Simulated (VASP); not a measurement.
# CaO (I-4m2) in VASP: further runs, part 2 of 2

VASP 6.6.1.

## 3. Single point, PBE (biaxial xy strain -0.5%)

INCAR

```
SYSTEM = CaO
ALGO = Normal
EDIFF = 1E-6
ENCUT = 520
GGA = PE
ISIF = 2
ISMEAR = -1
LASPH = .True.
LCHARG = .False.
LREAL = .False.
LWAVE = .False.
NBANDS = 15
NELM = 60
PREC = Accurate
SIGMA = 0.02
```

KPOINTS

```
k-points
0
Gamma
  8 8 8
  0 0 0
```

POSCAR

```
CaO
1.0
    0.0000000000      2.5944801024      2.6067317416
    2.5944801024      0.0000000000      2.6067317416
    2.5944801024      2.5944801024      0.0000000000
Ca O
1 1
Direct
    0.0000000000      0.0000000000      0.0000000000
    0.2500000000      0.2500000000      0.2500000000
```

Potentials or basis: VASP PAW PBE potentials, release 64 (Ca_sv, O).

Run with:

```
$ cat potpaw_PBE.64/Ca_sv/POTCAR potpaw_PBE.64/O/POTCAR > POTCAR
$ mpirun -np 1 vasp_std > vasp.out
```

OUTCAR:

```text
SYSTEM = CaO
   EDIFF = 1E-6
   ENCUT = 520
   GGA = PE
   ISIF = 2
   ISMEAR = -1
   LASPH = .True.
   LREAL = .False.
   NELM = 60
   PREC = Accurate

 ion  position               nearest neighbor table
   1  0.000  0.000  0.000-   2 2.25   2 2.25   2 2.25   2 2.25
   2  0.250  0.250  0.250-   1 2.25   1 2.25   1 2.25   1 2.25

  LATTYP: Found a body centered tetragonal cell.
 ALAT       =     3.6691489481
 C/A-ratio  =     1.4208917536

  Lattice vectors:

 A1 = (  -2.5944801024,   0.0000000000,   2.6067317416)
 A2 = (   2.5944801024,   0.0000000000,   2.6067317416)
 A3 = (   0.0000000000,   2.5944801024,  -2.6067317416)

Analysis of symmetry for initial positions (statically):
=====================================================================
 Subroutine PRICEL returns:
 Original cell was already a primitive cell.

 Routine SETGRP: Setting up the symmetry group for a
 body centered tetragonal supercell.

 Subroutine GETGRP returns: Found  8 space group operations
 (whereof  8 operations were pure point group operations)
 out of a pool of 16 trial point group operations.

The static configuration has the point symmetry D_2d.

[... 173 lines left out ...]
      6      -0.1209      2.00000
      7      -0.1171      2.00000
      8      -0.1171      2.00000
      9       3.8821      0.00000
     10       8.5165      0.00000
     11       8.5522      0.00000
     12      10.1634      0.00000
     13      10.2030      0.00000
     14      10.2030      0.00000
[... 401 lines left out ...]
      2     -18.1058      2.00000
      3     -17.5987      2.00000
      4     -17.5874      2.00000
      5     -13.6886      2.00000
      6      -0.5548      2.00000
      7       0.0868      2.00000
      8       0.1606      2.00000
      9       6.3009      0.00000
     10       7.4658      0.00000
     11       8.6807      0.00000
     12       9.5254      0.00000
     13      10.1306      0.00000
     14      10.5317      0.00000
     15      13.0196      0.00000

 [... further k-points ...]

------------------------ aborting loop because EDIFF is reached ----------------------------------------

  FORCE on cell =-STRESS in cart. coord.  units (eV):
  Direction    XX          YY          ZZ          XY          YZ          ZX
  --------------------------------------------------------------------------------------
  -------------------------------------------------------------------------------------
  Total        0.5850738      0.5850738      0.5711745      0.0000000     -0.0000000     -0.0000000
  in kB       26.7112503     26.7112503     26.0766857      0.0000000     -0.0000000     -0.0000000
  external PRESSURE =      26.4997288 kB  Pullay stress =       0.0000000 kB

 VOLUME and BASIS-vectors are now :
 -----------------------------------------------------------------------------
  energy-cutoff  :      520.00
  volume of cell :       35.09
      direct lattice vectors                 reciprocal lattice vectors
     0.000000000  2.594480102  2.606731742    -0.192716837  0.192716837  0.191811068
     2.594480102  0.000000000  2.606731742     0.192716837 -0.192716837  0.191811068
     2.594480102  2.594480102  0.000000000     0.192716837  0.192716837 -0.191811068

 POSITION                                       TOTAL-FORCE (eV/Angst)
 -----------------------------------------------------------------------------------
      0.00000      0.00000      0.00000         0.000000      0.000000      0.000000
      1.29724      1.29724      1.30337        -0.000000     -0.000000     -0.000000
 -----------------------------------------------------------------------------------
    total drift:                               -0.000000     -0.000000     -0.000000

  FREE ENERGIE OF THE ION-ELECTRON SYSTEM (eV)
  ---------------------------------------------------
  free  energy   TOTEN  =       -12.4337429231 eV

  energy  without entropy=      -12.4337429230  energy(sigma->0) =      -12.43374292
```

OSZICAR:

```text
N       E                     dE             d eps       ncg     rms          rms(c)
DAV:   1     0.125175405884E+03    0.12518E+03   -0.81187E+03  1770   0.105E+03
DAV:   2    -0.874348738221E+01   -0.13392E+03   -0.12365E+03  2190   0.278E+02
DAV:   3    -0.148371868631E+02   -0.60937E+01   -0.60448E+01  2099   0.613E+01
DAV:   4    -0.150678881376E+02   -0.23070E+00   -0.23057E+00  2628   0.104E+01
DAV:   5    -0.150693653098E+02   -0.14772E-02   -0.14771E-02  2121   0.958E-01    0.973E+00
DAV:   6    -0.125449664615E+02    0.25244E+01   -0.84563E+00  1938   0.253E+01    0.416E+00
DAV:   7    -0.124435412216E+02    0.10143E+00   -0.83329E-01  1922   0.846E+00    0.200E+00
DAV:   8    -0.124330437347E+02    0.10497E-01   -0.13811E-01  2295   0.381E+00    0.478E-01
DAV:   9    -0.124317940418E+02    0.12497E-02   -0.10312E-02  2084   0.926E-01    0.168E-01
DAV:  10    -0.124336103407E+02   -0.18163E-02   -0.15830E-03  1868   0.324E-01    0.562E-02
DAV:  11    -0.124337585140E+02   -0.14817E-03   -0.76199E-04  2080   0.187E-01    0.363E-02
DAV:  12    -0.124337434449E+02    0.15069E-04   -0.87046E-05  2365   0.104E-01    0.531E-03
DAV:  13    -0.124337429231E+02    0.52187E-06   -0.52457E-06  1975   0.284E-02
   1 F= -.12433743E+02 E0= -.12433743E+02  d E =-.307900E-10
```

It took 22 s on 1 thread of Intel Xeon 6975P-C (Granite Rapids), shared host; peak memory 0.17 GiB.

What came out:

* Free energy: -12.4337 eV
* Pressure: 2.6 GPa
* Band gap on the k mesh: 3.36 eV, indirect (least direct gap 4.00 eV)

Caveat: the cell differs from its parent crystal (biaxial xy strain -0.5%). A k mesh can miss the band edges.

## 4. Single point, PBE (uniaxial x strain +3.9%)

INCAR

```
PREC = Accurate ; ENCUT = 520
EDIFF = 1E-6 ; ISMEAR = -1
SIGMA = 0.02 ; LREAL = False
LASPH = True ; NELM = 60
ALGO = Normal ; ISIF = 2
LWAVE = False ; LCHARG = False
GGA = PE ; NBANDS = 15
```

KPOINTS

```
regular mesh
0
Gamma
  8 8 8
```

POSCAR

```
CaO
1.0
    0.0000000000      2.6067317416      2.6067317416
    2.7083942795      0.0000000000      2.6067317416
    2.7083942795      2.6067317416      0.0000000000
Ca O
1 1
Direct
    0.0000000000      0.0000000000      0.0000000000
    0.2500000000      0.2500000000      0.2500000000
```

Run with:

```
$ cat potpaw_PBE.64/Ca_sv/POTCAR potpaw_PBE.64/O/POTCAR > POTCAR
$ mpirun -np 1 vasp_std > vasp.out
```

Run time: 26 s. Hardware: 1 thread of Intel Xeon 6975P-C (Granite Rapids), shared host; peak memory 0.17 GiB.

The run converged. Its results:

* Free energy: -12.4401 eV
* Pressure: -1.2 GPa
* Band gap on the k mesh: 3.15 eV, indirect (least direct gap 3.74 eV)

Stress tensor (GPa, compression positive):
```
-1.77  0.00  0.00
 0.00 -0.89  0.00
 0.00  0.00 -0.89
```

Levels at points of the mesh, in eV from the valence-band top:
```
           k point  band 6  band 7  band 8  band 9  band 10  band 11
(0.00, 0.00, 0.00)   -0.62   -0.58   -0.58    3.15     7.63     7.90
(0.50, 0.00, 0.00)   -1.01   -0.40   -0.31    5.98     7.63     7.70
(0.50, 0.50, 0.00)   -1.38   -0.07   -0.05    4.87     6.47     8.77
(0.00, 0.50, 0.50)   -1.41    0.00    0.00    4.74     6.41     8.76
```

Caveat: the cell differs from its parent crystal (uniaxial x strain +3.9%). A k mesh can miss the band edges.

## 5. Summary

```tsv
cell	gap on the mesh (eV)	pressure (GPa)
a = 3.627, b = 3.627, c = 3.686 Å, angles 59.5, 59.5, 61.1°, 2 atoms	3.42	4.7
a = 3.678, b = 3.678, c = 3.669 Å, angles 60.1, 60.1, 59.8°, 2 atoms	3.36	2.6
a = 3.686, b = 3.759, c = 3.759 Å, angles 58.7, 60.6, 60.6°, 2 atoms	3.15	-1.2
```

Alike in all rows: task single point; level PBE; potentials or basis VASP PAW PBE potentials, release 64 (Ca_sv, O); no spin polarisation; k mesh 8 × 8 × 8; cutoff (eV) 520; smearing fermi-dirac 0.02 eV.

Absolute energies hang on the potentials; compare differences alone.
